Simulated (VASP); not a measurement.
# W (Fmmm) in VASP: further runs

Runs on W. Level: PBE. Tasks: single point.

Program: VASP 6.6.1. These are calculated values, not measurements. Logs are shortened: lines on timing, memory, paths and dates and some standing lists are left out, and cuts for length are marked.

**1. The cell of the first run**

Symmetry: Fmmm, No. 69, orthorhombic system. Conventional cell: a = 3.184 Å, b = 4.457 Å, c = 4.547 Å, α = 90.00°, β = 90.00°, γ = 90.00°. Within 3.6 Å of W (site symmetry mmm) lie 14 W at 2.74 to 3.18 Å.

**2. Single point, PBE (strain -0.0200 x Voigt [0, 0, 0, 1, 0, 0])**

INCAR

```
ALGO     = Normal         # electronic algorithm
EDIFF    = 1E-6           # SCF threshold, eV
ENCUT    = 500            # plane-wave cutoff, eV
GGA      = PE             # functional
GGA_COMPAT= False        
ISIF     = 2              # what is computed and relaxed
ISMEAR   = 0              # smearing method
LASPH    = True           # aspherical terms in the spheres
LCHARG   = False          # write CHGCAR
LREAL    = False          # projectors in reciprocal space
LWAVE    = False          # write WAVECAR
NBANDS   = 13             # bands
NELM     = 120            # most SCF steps
PREC     = Accurate       # precision mode
SIGMA    = 0.15           # smearing width, eV
```

KPOINTS

```
k-points
0
Gamma
  26 26 26
```

POSCAR

```
W
1.0
   -1.5917793224      1.5758615292      1.5758615292
    1.5917793224     -1.6076971156      1.6076971156
    1.5917793224      1.6076971156     -1.6076971156
W
1
Direct
    0.0000000000      0.0000000000      0.0000000000
```

Potentials or basis: VASP PAW PBE potentials, release 64 (W_sv).

The run is started by

```console
$ cat potpaw_PBE.64/W_sv/POTCAR > POTCAR
$ mpirun -np 1 vasp_std > vasp.out
```

OUTCAR:

```text
EDIFF = 1E-6
   ENCUT = 500
   GGA = PE
   ISIF = 2
   ISMEAR = 0
   LASPH = True
   LREAL = False
   NELM = 120
   PREC = Accurate

 ion  position               nearest neighbor table
   1  0.000  0.000  0.000-

  LATTYP: Found a face centered orthorhombic cell.
 ALAT       =     3.1835586448
 B/A-ratio  =     1.4000714268
 C/A-ratio  =     1.4283556980

  Lattice vectors:

 A1 = (   0.0000000000,  -0.0318355864,   3.1835586448)
 A2 = (   1.5917793224,  -1.6076971156,   1.6076971156)
 A3 = (   1.5917793224,   1.5758615292,   1.5758615292)

Analysis of symmetry for initial positions (statically):
=====================================================================
 Subroutine PRICEL returns:
 Original cell was already a primitive cell.

 Routine SETGRP: Setting up the symmetry group for a
 face centered orthorhombic supercell.

 Subroutine GETGRP returns: Found  8 space group operations
 (whereof  8 operations were pure point group operations)
 out of a pool of  8 trial point group operations.

The static configuration has the point symmetry D_2h.

Analysis of symmetry for dynamics (positions and initial velocities):
=====================================================================
 Subroutine PRICEL returns:
 Original cell was already a primitive cell.

 Routine SETGRP: Setting up the symmetry group for a
 face centered orthorhombic supercell.

 Subroutine GETGRP returns: Found  8 space group operations
 (whereof  8 operations were pure point group operations)
 out of a pool of  8 trial point group operations.

The dynamic configuration has the point symmetry D_2h.

 Subroutine INISYM returns: Found  8 space group operations
 (whereof  8 operations are pure point group operations),
 and found     1 'primitive' translations

----------------------------------------------------------------------------------------

                                     Primitive cell

  volume of cell :      16.1311

  direct lattice vectors                    reciprocal lattice vectors
    -1.591779322  1.575861529  1.575861529     0.000000000  0.317286761  0.317286761
     1.591779322 -1.607697116  1.607697116     0.314113893  0.003141453  0.314145308
     1.591779322  1.607697116 -1.607697116     0.314113893  0.314145308  0.003141453

  length of vectors
     2.738693216  2.775453376  2.775453376     0.448711240  0.444257449  0.444257449

  position of ions in fractional coordinates (direct lattice)
     0.000000000  0.000000000  0.000000000

  ion indices of the primitive-cell ions
   primitive index   ion index
                 1           1

----------------------------------------------------------------------------------------

 KPOINTS: k-points

Automatic generation of k-mesh.
 Grid dimensions read from file:
 generate k-points for:   26   26   26

 Generating k-lattice:

  Cartesian coordinates                     Fractional coordinates (reciprocal lattice)
     0.000000000  0.012203337  0.012203337     0.038461538  0.000000000  0.000000000
     0.012081304  0.000120825  0.012082512    -0.000000000  0.038461538  0.000000000
     0.012081304  0.012082512  0.000120825    -0.000000000  0.000000000  0.038461538

  Length of vectors
     0.017258125  0.017086825  0.017086825

  Shift w.r.t. Gamma in fractional coordinates (k-lattice)
     0.000000000  0.000000000  0.000000000

 Subroutine IBZKPT returns following result:
 ===========================================

 Found   2471 irreducible k-points:

 Following reciprocal coordinates:
            Coordinates               Weight
  0.000000  0.000000  0.000000      1.000000
  0.038462  0.000000  0.000000      2.000000
  0.076923  0.000000  0.000000      2.000000
  0.115385  0.000000  0.000000      2.000000
  0.153846  0.000000  0.000000      2.000000
  0.192308  0.000000  0.000000      2.000000
[... 16 lines left out ...]
  0.307692  0.038462 -0.000000      8.000000
  0.346154  0.038462  0.000000      8.000000
 [... further k-points ...]
   k-points           NKPTS =   2471   k-points in BZ     NKDIM =   2471   number of bands    NBANDS=     13
   number of dos      NEDOS =    301   number of ions     NIONS =      1
   total plane-waves  NPLWV =   8000
   dimension x,y,z NGX =    20 NGY =   20 NGZ =   20
   dimension x,y,z NGXF=    40 NGYF=   40 NGZF=   40
   ions per type =               1
   NGX,Y,Z   is equivalent  to a cutoff of  12.14, 11.98, 11.98 a.u.
   NGXF,Y,Z  is equivalent  to a cutoff of  24.28, 23.96, 23.96 a.u.
 SYSTEM =  unknown system
   PREC   = accura    normal or accurate (medium, high low for compatibility)
   ISTART =      0    job   : 0-new  1-cont  2-samecut
   ICHARG =      2    charge: 1-file 2-atom 10-const
   ISPIN  =      1    spin polarized calculation?
   LNONCOLLINEAR =      F non collinear calculations
   LSORBIT =      F    spin-orbit coupling
   LASPH  =      T    aspherical Exc in radial PAW
   ENCUT  =  500.0 eV  36.75 Ry    6.06 a.u.   4.99  5.06  5.06*2*pi/ulx,y,z
   NELM   =    120;   NELMIN=  2; NELMDL= -5     # of ELM steps
   EDIFF  = 0.1E-05   stopping-criterion for ELM
   LREAL  =      F    real-space projection
   EDIFFG = 0.1E-04   stopping-criterion for IOM
   NSW    =      0    number of steps for IOM
   IBRION =     -1    ionic relax: 0-MD 1-quasi-New 2-CG
   NFREE  =      0    steps in history (QN), initial steepest desc. (CG)
   ISIF   =      2    stress and relaxation
   ISYM   =      2    0-nonsym 1-usesym 2-fastsym
   POTIM  = 0.5000    time-step for ionic-motion
   TEBEG  =    0.0;   TEEND  =   0.0 temperature during run
   PSTRESS=    0.0 pullay stress
   NELECT =      14.0000    total number of electrons
   NUPDOWN=      -1.0000    fix difference up-down
   EMIN   =  10.00;   EMAX   =-10.00  energy-range for DOS
   EFERMI =   0.00;   METHOD = LEGACY
   ISMEAR =     0;   SIGMA  =   0.15  broadening in eV -4-tet -1-fermi 0-gaus
   EFERMI_NEDOS =   21; number of points for ismear=-14 and -15
   IALGO  =     38    algorithm
   IMIX   =      4    mixing-type and parameters
     AMIX     =   0.40;   BMIX     =  1.00
     AMIX_MAG =   1.60;   BMIX_MAG =  1.00
  volume/ion in A,a.u.               =      16.13       108.86
  Fermi-wavevector in a.u.,A,eV,Ry     =   1.561574  2.950946 33.177972  2.438512
  Thomas-Fermi vector in A             =   2.664619
   LORBIT       =      0    0 simple, 1 ext, 2 COOP (PROOUT), +10 PAW based schemes
   GGA     = PE    functional components
   LHFCALC =     F    Hartree Fock is set to
   AEXX    =    0.0000 exact exchange contribution
   IVDW    =     0    specifies the selected vdW correction
   LEPSILON=     F    determine dielectric tensor
   LRPA    =     F    only Hartree local field effects (RPA)
 non-spin polarized calculation
 Gauss-broadening in eV      SIGMA  =   0.15
  energy-cutoff  :      500.00
  volume of cell :       16.13
 maximum number of plane-waves:       422
   NGX =  9   NGY = 11   NGZ = 11

 number of electron      14.0000000 magnetization

 Free energy of the ion-electron system (eV)
  ---------------------------------------------------
  ext. energy  EPLUGINS =         0.00000000
  ---------------------------------------------------
  free energy    TOTEN  =       -12.95425192 eV

  energy without entropy =      -12.94909108  energy(sigma->0) =      -12.95167150

 E-fermi :  11.1943     XC(G=0): -13.5420

 val. band max:       11.1934128319   @ k =  -0.2692   0.3462   0.1923
 cond. band min:      11.1960048994   @ k =  -0.3077   0.3462   0.2692
 fundamental gap:      0.0025920674
 Fermi energy:        11.1942953471

 k-point     1 :       0.0000    0.0000    0.0000
  band No.  band energies     occupation
      1     -63.0161      2.00000
      2     -26.6329      2.00000
      3     -26.6017      2.00000
      4     -26.5725      2.00000
      5       1.6525      2.00000
      6       9.8173      2.00000
      7       9.9788      2.00000
      8      10.1656      2.00000
      9      13.4141      0.00000
     10      13.4281      0.00000
     11      25.4878      0.00000
     12      25.6720      0.00000
     13      25.8538      0.00000

 k-point     2 :       0.0385    0.0000    0.0000
  band No.  band energies     occupation
      1     -63.0142      2.00000
      2     -26.6329      2.00000
      3     -26.6082      2.00000
      4     -26.5925      2.00000
      5       1.7248      2.00000
      6       9.8874      2.00000
      7       9.9776      2.00000
      8      10.1194      2.00000
      9      13.3428      0.00000
     10      13.4109      0.00000
     11      25.5566      0.00000
     12      25.7962      0.00000
     13      26.0376      0.00000

 k-point     3 :       0.0769    0.0000    0.0000
  band No.  band energies     occupation
      1     -63.0086      2.00000
      2     -26.6509      2.00000
      3     -26.6328      2.00000
      4     -26.6273      2.00000
      5       1.9381      2.00000
      6       9.9663      2.00000
      7       9.9866      2.00000
      8      10.0965      2.00000
      9      13.1214      0.00000
     10      13.4034      0.00000
     11      25.7487      0.00000
     12      26.1629      0.00000
     13      26.5482      0.00000
[... 305 lines left out ...]
 k-point    23 :       0.3077    0.0385   -0.0000
  band No.  band energies     occupation
      1     -62.9180      2.00000
      2     -27.5188      2.00000
      3     -26.9220      2.00000
      4     -26.6383      2.00000
      5       4.9211      2.00000
      6       8.2964      2.00000
      7       9.6651      2.00000
      8      12.9324      0.00000
      9      13.7533      0.00000
     10      14.4531      0.00000
     11      24.4283      0.00000
     12      25.5961      0.00000
     13      31.9246      0.00000

 k-point    24 :       0.3462    0.0385    0.0000
  band No.  band energies     occupation
      1     -62.9048      2.00000
      2     -27.6364      2.00000
      3     -26.9651      2.00000
      4     -26.6382      2.00000
      5       5.0801      2.00000
      6       8.0946      2.00000
      7      10.1302      2.00000
      8      13.1235      0.00000
      9      13.8645      0.00000
     10      15.3678      0.00000
     11      23.7319      0.00000
     12      24.4789      0.00000
     13      30.5538      0.00000

 [... further k-points ...]
[... 5 lines left out ...]
  --------------------------------------------------------------------------------------
  -------------------------------------------------------------------------------------
  Total        0.0649822      0.0593812      0.0593812      0.0000000      0.2923263     -0.0000000
  in kB        6.4541604      5.8978562      5.8978562      0.0000000     29.0344336     -0.0000000
  external PRESSURE =       6.0832910 kB  Pullay stress =       0.0000000 kB

 VOLUME and BASIS-vectors are now :
 -----------------------------------------------------------------------------
  energy-cutoff  :      500.00
  volume of cell :       16.13
      direct lattice vectors                 reciprocal lattice vectors
    -1.591779322  1.575861529  1.575861529     0.000000000  0.317286761  0.317286761
     1.591779322 -1.607697116  1.607697116     0.314113893  0.003141453  0.314145308
     1.591779322  1.607697116 -1.607697116     0.314113893  0.314145308  0.003141453

 POSITION                                       TOTAL-FORCE (eV/Angst)
 -----------------------------------------------------------------------------------
      0.00000      0.00000      0.00000         0.000000      0.000000      0.000000
 -----------------------------------------------------------------------------------
    total drift:                                0.000000     -0.000000      0.000000

  FREE ENERGIE OF THE ION-ELECTRON SYSTEM (eV)
  ---------------------------------------------------
  free  energy   TOTEN  =       -12.9542519174 eV

  energy  without entropy=      -12.9490910828  energy(sigma->0) =      -12.95167150
```

Wall time 1.9 min (1 thread of Intel Xeon 6975P-C (Granite Rapids), shared host); peak memory 0.52 GiB.

Results:

* Free energy: -12.9543 eV
* Pressure: 0.6 GPa
* Band gap on the k mesh: zero (band 7 reaches 16.01 eV, above the bottom of band 8 at 10.10 eV)

Stress tensor (GPa, compression positive):
```
0.65 0.00 0.00
0.00 0.59 2.90
0.00 2.90 0.59
```

Caveat: the cell differs from its parent crystal (strain -0.0200 x Voigt [0, 0, 0, 1, 0, 0]); spin-orbit coupling is left out, which moves the levels of the heavy elements.

**3. Single point, PBE (strain +0.0150 x Voigt [0, 0, 0, 1, 0, 0])**

INCAR

```
  PREC = Accurate
  ENCUT = 500
  EDIFF = 1E-6
  ISMEAR = 0
  SIGMA = 0.15
  LREAL = F
  LASPH = T
  NELM = 120
  ALGO = Normal
  ISIF = 2
  LWAVE = F
  LCHARG = F
  GGA = PE
  NBANDS = 13
  GGA_COMPAT = F
```

KPOINTS

```
Automatic mesh
0
Gamma
  26 26 26
```

POSCAR

```
W
1.0
   -1.5917793224      1.6037176673      1.6037176673
    1.5917793224     -1.5798409775      1.5798409775
    1.5917793224      1.5798409775     -1.5798409775
W
1
Direct
    0.0000000000      0.0000000000      0.0000000000
```

Potentials or basis: VASP PAW PBE potentials, release 64 (W_sv).

The run is started by

```console
$ cat potpaw_PBE.64/W_sv/POTCAR > POTCAR
$ mpirun -np 1 vasp_std > vasp.out
```

Run time: 1.9 min. Hardware: 1 thread of Intel Xeon 6975P-C (Granite Rapids), shared host; peak memory 0.52 GiB.

The run converged. Its results:

| Property | Result |
| --- | --- |
| Free energy | -12.9555 eV |
| Pressure | 0.6 GPa |
| Band gap on the k mesh | zero (band 7 reaches 16.07 eV, above the bottom of band 8 at 10.08 eV) |

Stress tensor (GPa, compression positive):
```
 0.58  0.00  0.00
 0.00  0.55 -2.17
 0.00 -2.17  0.55
```

Levels at points of the mesh, in eV from the Fermi level:
| k point | band 3 | band 4 | band 5 | band 6 | band 7 | band 8 | band 9 | band 10 | band 11 | band 12 |
| --- | --- | --- | --- | --- | --- | --- | --- | --- | --- | --- |
| (0.00, 0.00, 0.00) | -37.80 | -37.77 | -9.54 | -1.33 | -1.21 | -1.07 | 2.22 | 2.23 | 14.34 | 14.48 |
| (0.50, 0.00, 0.00) | -38.17 | -37.79 | -6.18 | -3.53 | 0.49 | 2.20 | 3.18 | 5.89 | 10.60 | 11.55 |
| (0.00, 0.50, 0.00) | -38.19 | -37.80 | -6.16 | -3.49 | 0.62 | 2.10 | 3.06 | 5.99 | 10.80 | 11.44 |
| (0.00, 0.50, 0.50) | -38.22 | -37.82 | -6.15 | -3.45 | 0.74 | 2.01 | 2.94 | 6.10 | 11.00 | 11.33 |
| (0.50, 0.50, 0.50) | -38.65 | -38.62 | -5.70 | -5.70 | 4.87 | 5.03 | 5.20 | 8.02 | 8.10 | 8.19 |

Caveat: the cell differs from its parent crystal (strain +0.0150 x Voigt [0, 0, 0, 1, 0, 0]); spin-orbit coupling is left out, which moves the levels of the heavy elements.

(Part 1 of 2 ends here.)
